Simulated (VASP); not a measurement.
# Be16H (a cell with a defect) in VASP: further runs

The runs below take Be16H (a cell with a defect) through single point, with PBEsol.

Program: VASP 6.6.1. These are calculated values, not measurements. Logs are shortened: lines on timing, memory, paths and dates and some standing lists are left out, and cuts for length are marked.

## Step 1: The cell of the first run

The cell holds a defect, 17 atoms: a = 4.580 Å, b = 3.966 Å, c = 7.177 Å, α = 90.00°, β = 90.00°, γ = 90.00°.

## Step 2: Single point, PBEsol

File INCAR:

```
SYSTEM = Be16H
ALGO = Normal
EDIFF = 1E-7
ENCUT = 520
GGA = PS
ISIF = 2
ISMEAR = -1
LASPH = .True.
LCHARG = .False.
LREAL = Auto
LWAVE = .False.
NBANDS = 30
NELM = 80
PREC = Accurate
SIGMA = 0.15
```

File KPOINTS:

```
k-points
0
Gamma
  4 4 3
  0 0 0
```

File POSCAR:

```
Be16H
1.0
   -2.2900000000     -3.9663960000      0.0000000000
    3.4350000000     -1.9831980000      0.0000000000
    0.0000000000      0.0000000000      7.1768600000
Be H
16 1
Direct
    0.7544462895      0.4920200882      0.0029805514
    0.5015515670      0.3261327768      0.2486000842
    0.7596842018      0.4850270224      0.4883589759
    0.4861837378      0.3007903230      0.7553287928
    0.5016457289     -0.0116315228      0.0018789554
    0.2518266660      0.8246230175      0.2479119002
    0.4962047896     -0.0022946235      0.4952617161
    0.2440236501      0.8180885470      0.7503001313
    0.2513738610      0.4911051359      0.0003491778
    0.0053368845      0.3214554485      0.2451629264
    0.2421907859      0.4927341775      0.4944443670
    0.0164614849      0.3224293451      0.7495347548
    0.0047583669     -0.0057843784      0.0001085433
    0.7542023008      0.8268649982      0.2499439866
    0.0046819029     -0.0030845538      0.4980335411
    0.7628017357      0.8578640392      0.7556971991
    0.6328958672      0.5761620192      0.6650266272
```

Potentials or basis: VASP PAW PBE potentials, release 64 (Be, H).

Command:

```console
$ cat potpaw_PBE.64/Be/POTCAR potpaw_PBE.64/H/POTCAR > POTCAR
$ mpirun -np 1 vasp_std > vasp.out
```

OUTCAR:

```text
SYSTEM = Be16H
   EDIFF = 1E-7
   ENCUT = 520
   GGA = PS
   ISIF = 2
   ISMEAR = -1
   LASPH = .True.
   LREAL = Auto
   NELM = 80
   PREC = Accurate

 ion  position               nearest neighbor table
   1  0.754  0.492  0.003-  10 2.19   2 2.21  14 2.21   9 2.28  12 2.28  13 2.28   5 2.28   4 2.29
                            16 2.29  13 2.30   9 2.30   5 2.31
   2  0.502  0.326  0.249-   3 2.18   7 2.20   1 2.21   9 2.22   5 2.22  11 2.23  10 2.27   6 2.28
                            14 2.29   6 2.29  14 2.30  10 2.31
   3  0.760  0.485  0.488-  17 1.44  10 2.18   2 2.18  14 2.18  11 2.21  15 2.24   7 2.28  12 2.30
                            15 2.32   7 2.37  11 2.37
   4  0.486  0.301  0.755-  17 1.44  12 2.15   5 2.16  16 2.17   9 2.20   8 2.21   7 2.22   1 2.29
                            11 2.31   8 2.33
   5  0.502  0.988  0.002-   4 2.16  16 2.20   6 2.20  14 2.22   2 2.22   8 2.26  13 2.28   9 2.28
                             1 2.28   9 2.30  13 2.30   1 2.31
   6  0.252  0.825  0.248-   5 2.20  11 2.21   7 2.21  13 2.21   9 2.22  15 2.23  10 2.27  14 2.28
                             2 2.28  10 2.29   2 2.29  14 2.30
   7  0.496  0.998  0.495-   2 2.20   6 2.21   4 2.22  14 2.23  15 2.25   8 2.28   3 2.28  11 2.28
                            16 2.30  11 2.32  15 2.33   3 2.37
   8  0.244  0.818  0.750-  16 2.21   4 2.21  13 2.21   9 2.21  12 2.23  15 2.23  11 2.24  12 2.26
                             5 2.26   7 2.28   4 2.33  16 2.38
   9  0.251  0.491  0.000-  10 2.19   4 2.20  12 2.20   8 2.21   6 2.22   2 2.22  13 2.27   1 2.28
                             5 2.28  13 2.29   5 2.30   1 2.30
  10  0.005  0.321  0.245-   3 2.18  13 2.19   1 2.19   9 2.19  11 2.20  15 2.22   6 2.27   2 2.27
                            14 2.27   6 2.29   2 2.31  14 2.31
  11  0.242  0.493  0.494-  10 2.20   6 2.21  12 2.21   3 2.21   2 2.23   8 2.24  15 2.25  15 2.28
                             7 2.28   4 2.31   7 2.32   3 2.37
  12  0.016  0.322  0.750-   4 2.15  16 2.18   9 2.20  11 2.21  15 2.22  13 2.22   8 2.23   8 2.26
                             1 2.28   3 2.30
  13  0.005  0.994  0.000-  16 2.14  10 2.19   6 2.21   8 2.21  12 2.22  14 2.23   9 2.27   5 2.28
                             1 2.28   9 2.29   1 2.30   5 2.30
  14  0.754  0.827  0.250-   3 2.18   1 2.21   5 2.22  15 2.22   7 2.23  13 2.23  10 2.27   6 2.28
                             2 2.29   2 2.30   6 2.30  10 2.31
  15  0.005  0.997  0.498-  12 2.22  14 2.22  10 2.22  16 2.23   6 2.23   8 2.23   3 2.24  11 2.25
                             7 2.25  11 2.28   3 2.32   7 2.33
  16  0.763  0.858  0.756-  17 1.42  13 2.14   4 2.17  12 2.18   5 2.20   8 2.21  15 2.23   1 2.29
                             7 2.30   8 2.38
  17  0.633  0.576  0.665-  16 1.42   4 1.44   3 1.44

  LATTYP: Found a simple orthorhombic cell.
 ALAT       =     3.9663962620
 B/A-ratio  =     1.1547004875
 C/A-ratio  =     1.8094157835

  Lattice vectors:

 A1 = (  -3.4350000000,   1.9831980000,   0.0000000000)
 A2 = (  -2.2900000000,  -3.9663960000,   0.0000000000)
 A3 = (   0.0000000000,   0.0000000000,   7.1768600000)

Analysis of symmetry for initial positions (statically):
=====================================================================
 Subroutine PRICEL returns:
 Original cell was already a primitive cell.

 Routine SETGRP: Setting up the symmetry group for a
 simple orthorhombic supercell.

 Subroutine GETGRP returns: Found  1 space group operations
 (whereof  1 operations were pure point group operations)
 out of a pool of  8 trial point group operations.

The static configuration has the point symmetry C_1 .

Analysis of symmetry for dynamics (positions and initial velocities):
=====================================================================
 Subroutine PRICEL returns:
 Original cell was already a primitive cell.

 Routine SETGRP: Setting up the symmetry group for a
 simple orthorhombic supercell.

 Subroutine GETGRP returns: Found  1 space group operations
 (whereof  1 operations were pure point group operations)
 out of a pool of  8 trial point group operations.

The dynamic configuration has the point symmetry C_1 .

 Subroutine INISYM returns: Found  1 space group operations
 (whereof  1 operations are pure point group operations),
 and found     1 'primitive' translations

----------------------------------------------------------------------------------------

                                     Primitive cell

  volume of cell :     130.3755

  direct lattice vectors                    reciprocal lattice vectors
    -2.290000000 -3.966396000  0.000000000    -0.109170306 -0.189088533  0.000000000
[... 57 lines left out ...]
     0.054585153 -0.031514755  0.000000000     0.000000000  0.250000000  0.000000000
     0.000000000  0.000000000  0.046445567     0.000000000  0.000000000  0.333333333

  Length of vectors
     0.054585156  0.063029507  0.046445567

  Shift w.r.t. Gamma in fractional coordinates (k-lattice)
     0.000000000  0.000000000  0.000000000

 Subroutine IBZKPT returns following result:
 ===========================================

 Found     26 irreducible k-points:

 Following reciprocal coordinates:
            Coordinates               Weight
  0.000000  0.000000  0.000000      1.000000
  0.250000  0.000000  0.000000      2.000000
  0.500000  0.000000  0.000000      1.000000
  0.000000  0.250000  0.000000      2.000000
  0.250000  0.250000  0.000000      2.000000
 -0.250000  0.250000  0.000000      2.000000
[... 16 lines left out ...]
  0.000000  0.500000  0.333333      2.000000
  0.250000  0.500000  0.333333      2.000000
 [... further k-points ...]
   k-points           NKPTS =     26   k-points in BZ     NKDIM =     26   number of bands    NBANDS=     30
   number of dos      NEDOS =    301   number of ions     NIONS =     17
   total plane-waves  NPLWV =  58320
   dimension x,y,z NGX =    36 NGY =   30 NGZ =   54
   dimension x,y,z NGXF=    72 NGYF=   60 NGZF=  108
   ions per type =              16   1
   NGX,Y,Z   is equivalent  to a cutoff of  13.07, 12.57, 12.51 a.u.
   NGXF,Y,Z  is equivalent  to a cutoff of  26.13, 25.15, 25.02 a.u.
 SYSTEM =  Be16H
   PREC   = accura    normal or accurate (medium, high low for compatibility)
   ISTART =      0    job   : 0-new  1-cont  2-samecut
   ICHARG =      2    charge: 1-file 2-atom 10-const
   ISPIN  =      1    spin polarized calculation?
   LNONCOLLINEAR =      F non collinear calculations
   LSORBIT =      F    spin-orbit coupling
   LASPH  =      T    aspherical Exc in radial PAW
   ENCUT  =  520.0 eV  38.22 Ry    6.18 a.u.   8.52  7.37 13.34*2*pi/ulx,y,z
   NELM   =     80;   NELMIN=  2; NELMDL= -5     # of ELM steps
   EDIFF  = 0.1E-06   stopping-criterion for ELM
   LREAL  =      T    real-space projection
   EDIFFG = 0.1E-05   stopping-criterion for IOM
   NSW    =      0    number of steps for IOM
   IBRION =     -1    ionic relax: 0-MD 1-quasi-New 2-CG
   NFREE  =      0    steps in history (QN), initial steepest desc. (CG)
   ISIF   =      2    stress and relaxation
   ISYM   =      2    0-nonsym 1-usesym 2-fastsym
   POTIM  = 0.5000    time-step for ionic-motion
   TEBEG  =    0.0;   TEEND  =   0.0 temperature during run
   PSTRESS=    0.0 pullay stress
   NELECT =      33.0000    total number of electrons
   NUPDOWN=      -1.0000    fix difference up-down
   EMIN   =  10.00;   EMAX   =-10.00  energy-range for DOS
   EFERMI =   0.00;   METHOD = LEGACY
   ISMEAR =    -1;   SIGMA  =   0.15  broadening in eV -4-tet -1-fermi 0-gaus
   EFERMI_NEDOS =   21; number of points for ismear=-14 and -15
   IALGO  =     38    algorithm
   IMIX   =      4    mixing-type and parameters
     AMIX     =   0.40;   BMIX     =  1.00
     AMIX_MAG =   1.60;   BMIX_MAG =  1.00
  volume/ion in A,a.u.               =       7.67        51.75
  Fermi-wavevector in a.u.,A,eV,Ry     =   1.035573  1.956950 14.591049  1.072412
  Thomas-Fermi vector in A             =   2.169923
   LORBIT       =      0    0 simple, 1 ext, 2 COOP (PROOUT), +10 PAW based schemes
   GGA     = PS    functional components
   LHFCALC =     F    Hartree Fock is set to
   AEXX    =    0.0000 exact exchange contribution
   IVDW    =     0    specifies the selected vdW correction
   LEPSILON=     F    determine dielectric tensor
   LRPA    =     F    only Hartree local field effects (RPA)
 non-spin polarized calculation
  energy-cutoff  :      520.00
  volume of cell :      130.38
 maximum number of plane-waves:      3529
 NGX is ok and might be reduce to    36
   NGX = 17   NGY = 15   NGZ = 27

 number of electron      33.0000000 magnetization

 Free energy of the ion-electron system (eV)
  ---------------------------------------------------
  ext. energy  EPLUGINS =         0.00000000
  ---------------------------------------------------
  free energy    TOTEN  =       -65.32446094 eV

  energy without entropy =      -65.15625720  energy(sigma->0) =      -65.24035907

 E-fermi :   7.3399     XC(G=0): -10.5852

 val. band max:        7.2661718662   @ k =   0.0000   0.2500   0.0000
 cond. band min:       7.4059572208   @ k =   0.0000   0.2500  -0.3333
 fundamental gap:      0.1397853546
 Fermi energy:         7.3398613530

 k-point     1 :       0.0000    0.0000    0.0000
  band No.  band energies     occupation
      1      -4.9996      2.00000
      2      -2.9581      2.00000
      3      -2.2138      2.00000
      4      -0.1024      2.00000
      5       0.9399      2.00000
      6       1.4554      2.00000
[... 733 lines left out ...]
     27      13.1138      0.00000
     28      13.3133      0.00000

 [... further k-points ...]

 [bands above 28 left out]

------------------------ aborting loop because EDIFF is reached ----------------------------------------

  FORCE on cell =-STRESS in cart. coord.  units (eV):
  Direction    XX          YY          ZZ          XY          YZ          ZX
  --------------------------------------------------------------------------------------
  -------------------------------------------------------------------------------------
  Total        0.5087452      0.0481968      0.5843025     -0.3266292     -0.1867434     -0.3734265
  in kB        6.2519411      0.5922874      7.1804609     -4.0139282     -2.2948791     -4.5890174
  external PRESSURE =       4.6748964 kB  Pullay stress =       0.0000000 kB

 VOLUME and BASIS-vectors are now :
 -----------------------------------------------------------------------------
  energy-cutoff  :      520.00
  volume of cell :      130.38
      direct lattice vectors                 reciprocal lattice vectors
    -2.290000000 -3.966396000  0.000000000    -0.109170306 -0.189088533  0.000000000
     3.435000000 -1.983198000  0.000000000     0.218340611 -0.126059022  0.000000000
     0.000000000  0.000000000  7.176860000     0.000000000  0.000000000  0.139336702

 POSITION                                       TOTAL-FORCE (eV/Angst)
 -----------------------------------------------------------------------------------
     -0.03759     -3.96821      0.02139         0.001052      0.002512     -0.002780
     -0.02829     -2.63614      1.78417         0.001095     -0.000896     -0.000585
     -0.07361     -3.97511      3.50488        -0.000525      0.004845      0.001464
     -0.08015     -2.52492      5.42089        -0.000918     -0.001635     -0.003558
      2.24628     -3.94986      0.01348         0.001057     -0.001146     -0.000033
      2.25590     -2.63423      1.77923        -0.000355     -0.000414      0.001821
[... 9 lines left out ...]
      1.19995     -4.72689      5.42353         0.011006     -0.013979      0.012473
      0.52979     -3.65296      4.77280        -0.006819      0.013769     -0.011812
 -----------------------------------------------------------------------------------
    total drift:                               -0.003004      0.001595     -0.000997

  FREE ENERGIE OF THE ION-ELECTRON SYSTEM (eV)
  ---------------------------------------------------
  free  energy   TOTEN  =       -65.3244609391 eV

  energy  without entropy=      -65.1562571964  energy(sigma->0) =      -65.24035907
```

Wall time 2.2 min (1 thread of Intel Xeon 6975P-C (Granite Rapids), shared host); peak memory 0.26 GiB.

What came out:

* Free energy: -65.3245 eV
* Pressure: 0.5 GPa
* Largest force: 0.022 eV/Å
* Band gap on the k mesh: zero (an odd number of electrons rules out a gap without spin polarisation)

Forces on the atoms (eV/Å):
```
Be   0.001  0.003 -0.003
Be   0.001 -0.001 -0.001
Be  -0.001  0.005  0.001
Be  -0.001 -0.002 -0.004
Be   0.001 -0.001  0.000
Be   0.000  0.000  0.002
Be  -0.002 -0.003  0.003
Be  -0.008 -0.005  0.000
Be   0.000 -0.002  0.000
Be   0.001  0.003  0.001
Be  -0.004 -0.004  0.001
Be   0.009  0.007 -0.003
Be  -0.003 -0.001  0.001
Be   0.001  0.001  0.001
Be  -0.001  0.001 -0.001
Be   0.011 -0.014  0.012
H   -0.007  0.014 -0.012
```

Caveat: the k points lie up to 0.40 Å⁻¹ apart, too coarse for converged energies and pressures of a metal; the PAW data sets were made with another functional, which shifts forces and pressure a little.

## Step 3: Single point, PBEsol

File INCAR:

```
PREC = Accurate ; ENCUT = 520
EDIFF = 1E-6 ; ISMEAR = -1
SIGMA = 0.15 ; LREAL = Auto
LASPH = T ; NELM = 100
ALGO = Normal ; ISIF = 2
LWAVE = F ; LCHARG = F
GGA = PS ; NBANDS = 30
```

File KPOINTS:

```
Automatic mesh
0
Gamma
  4 4 3
```

File POSCAR:

```
Be16H
1.0
   -2.2900000000     -3.9663960000      0.0000000000
    3.4350000000     -1.9831980000      0.0000000000
    0.0000000000      0.0000000000      7.1768600000
Be H
16 1
Direct
    0.7524486260      0.4963552703      0.0052230363
    0.5013260517      0.3282825789      0.2492967677
    0.7552309036      0.4936235136      0.4878441268
    0.4774200798      0.3061705918      0.7542798661
    0.5020809325     -0.0069175152      0.0008290534
    0.2520027311      0.8276699430      0.2481146351
    0.4976689571     -0.0021193853      0.4963375348
    0.2473657513      0.8206918691      0.7494099091
    0.2504798661      0.4950139427      0.0003201957
    0.0049253154      0.3269341986      0.2466998102
    0.2461000893      0.4958655617      0.4955991896
    0.0095702141      0.3311422970      0.7483739407
    0.0035760006     -0.0017909632     -0.0010035029
    0.7537590509      0.8320122930      0.2494068437
    0.0041150524     -0.0003186405      0.4977678260
    0.7576363739      0.8656443366      0.7537774180
    0.6981615794      0.5330570645      0.6880206664
```

Potentials or basis: VASP PAW PBE potentials, release 64 (Be, H).

Command:

```console
$ cat potpaw_PBE.64/Be/POTCAR potpaw_PBE.64/H/POTCAR > POTCAR
$ mpirun -np 1 vasp_std > vasp.out
```

It took 1.8 min on 1 thread of Intel Xeon 6975P-C (Granite Rapids), shared host; peak memory 0.25 GiB.

It converged, with:

| Property | Result |
| --- | --- |
| Free energy | -65.4943 eV |
| Pressure | 0.3 GPa |
| Largest force | 0.727 eV/Å |
| Band gap on the k mesh | zero (an odd number of electrons rules out a gap without spin polarisation) |

Forces in eV/Å, atoms in the order of the input:
```
Be   0.037  0.028  0.004
Be   0.014  0.020 -0.015
Be   0.075  0.035 -0.027
Be   0.081  0.079 -0.042
Be   0.028  0.005 -0.030
Be   0.017  0.010 -0.014
Be  -0.006  0.011 -0.001
Be  -0.003 -0.009 -0.029
Be   0.031  0.018 -0.017
Be   0.038  0.010  0.006
Be   0.002 -0.018 -0.004
Be   0.097  0.055 -0.035
Be   0.024  0.018 -0.029
Be   0.036  0.008 -0.024
Be   0.014  0.019 -0.019
Be   0.088  0.032 -0.036
H   -0.571 -0.321  0.313
```

Stress tensor (GPa, compression positive):
```
-0.41 -0.86 -0.02
-0.86 -0.18  0.03
-0.02  0.03  1.36
```

Levels at points of the mesh, in eV from the Fermi level:
| k point | band 14 | band 15 | band 16 | band 17 | band 18 | band 19 |
| --- | --- | --- | --- | --- | --- | --- |
| (0.00, 0.00, 0.00) | -3.74 | -0.64 | 0.10 | 0.37 | 0.54 | 0.66 |
| (0.50, 0.00, 0.00) | -2.46 | -2.39 | -2.38 | -0.26 | 0.20 | 0.32 |
| (0.00, 0.50, 0.00) | -3.70 | -2.76 | -2.62 | -0.23 | 0.59 | 0.69 |
| (0.50, 0.50, 0.00) | -1.07 | -1.01 | -0.85 | -0.12 | 0.40 | 0.49 |

Caveat: the k points lie up to 0.40 Å⁻¹ apart, too coarse for converged energies and pressures of a metal; the PAW data sets were made with another functional, which shifts forces and pressure a little.

## Step 4: Single point, PBEsol

File INCAR:

```
SYSTEM = Be16H
PREC = Accurate ; ENCUT = 520
EDIFF = 1E-7 ; ISMEAR = -1
SIGMA = 0.15 ; LREAL = Auto
LASPH = .True. ; NELM = 60
ALGO = Normal ; ISIF = 2
LWAVE = .False. ; LCHARG = .True.
GGA = PS ; LELF = .True.
LVHAR = .True. ; NBANDS = 30
```

File KPOINTS:

```
Automatic mesh
0
Gamma
  4 4 3
  0 0 0
```

File POSCAR:

```
Be16H
1.0
   -2.2900000000     -3.9663960000      0.0000000000
    3.4350000000     -1.9831980000      0.0000000000
    0.0000000000      0.0000000000      7.1768600000
Be H
16 1
Direct
    0.7507287873      0.4998433545     -0.0007103385
    0.5021272997      0.3359736583      0.2457661150
    0.7827554675      0.5248678371      0.4845949343
    0.4857575385      0.3214546618      0.7733797232
    0.4977288261     -0.0092384245      0.0059957976
    0.2508427525      0.8312232615      0.2538130882
    0.5036682634     -0.0044371694      0.5024109429
    0.2457790103      0.8314727609      0.7545205006
    0.2442331340      0.5025790034      0.0044912399
    0.0060301285      0.3312957771      0.2469486656
    0.2521287556      0.5021644397      0.5022736963
    0.0001818586      0.3339296816      0.7514934108
    0.0000038202      0.0023804216      0.0002563795
    0.7521127764      0.8411796967      0.2478836148
    0.0068719211      0.0084339736      0.5001379433
    0.7515106582      0.8353861447      0.7531442720
    0.5506137219      0.3663622775      0.5797727697
```

Command:

```console
$ cat potpaw_PBE.64/Be/POTCAR potpaw_PBE.64/H/POTCAR > POTCAR
$ mpirun -np 1 vasp_std > vasp.out
```

It took 1.8 min on 1 thread of Intel Xeon 6975P-C (Granite Rapids), shared host; peak memory 0.25 GiB.

The run converged. Its results:

```
Free energy            : -65.3954 eV
Pressure               : 0.3 GPa
Largest force          : 1.006 eV/Å
Band gap on the k mesh : zero (an odd number of electrons rules out a gap without spin polarisation)
```

Forces in eV/Å, atoms in the order of the input:
```
Be   0.009 -0.046  0.005
Be  -0.007 -0.039 -0.040
Be  -0.001 -0.059  0.190
Be   0.010 -0.209 -0.037
Be   0.010 -0.043  0.016
Be   0.006 -0.041  0.038
Be  -0.041 -0.024  0.049
Be   0.002 -0.066  0.039
Be  -0.023 -0.037  0.000
Be   0.024 -0.019  0.052
Be   0.013 -0.022  0.027
Be  -0.006 -0.057  0.054
Be  -0.010 -0.022  0.054
Be  -0.021 -0.004  0.073
Be   0.030 -0.031  0.059
Be   0.000 -0.062  0.059
H    0.007  0.779 -0.636
```

Stress tensor (GPa, compression positive):
```
-0.38 -0.56 -0.09
-0.56 -1.17  1.06
-0.09  1.06  2.52
```

Levels at points of the mesh, in eV from the Fermi level:
```tsv
k point	band 14	band 15	band 16	band 17	band 18	band 19
(0.00, 0.00, 0.00)	-3.78	-0.71	0.17	0.32	0.52	0.75
(0.50, 0.00, 0.00)	-2.52	-2.39	-2.35	-0.39	0.20	0.35
(0.00, 0.50, 0.00)	-3.64	-2.81	-2.62	0.01	0.34	0.63
(0.50, 0.50, 0.00)	-1.11	-0.96	-0.89	-0.09	0.44	0.52
```

Caveat: the k points lie up to 0.40 Å⁻¹ apart, too coarse for converged energies and pressures of a metal; the PAW data sets were made with another functional, which shifts forces and pressure a little.

## Step 5: Summary

```csv
cell,gap on the mesh (eV),pressure (GPa),largest force (eV/Å)
"as given, atomic positions A",none,0.5,0.02
"as given, atomic positions B",none,0.3,0.73
"as given, atomic positions C",none,0.3,1.01
```

Alike in all rows: task single point; level PBEsol; potentials or basis VASP PAW PBE potentials, release 64 (Be, H); no spin polarisation; k mesh 4 × 4 × 3; cutoff (eV) 520; smearing fermi-dirac 0.15 eV.

Caveats: all runs use coarse meshes; the PAW data sets were made with another functional, which shifts forces and pressure a little.

Absolute energies hang on the potentials; compare differences alone.

The gap in the log of VASP goes by the Fermi energy; the results here count the filled bands.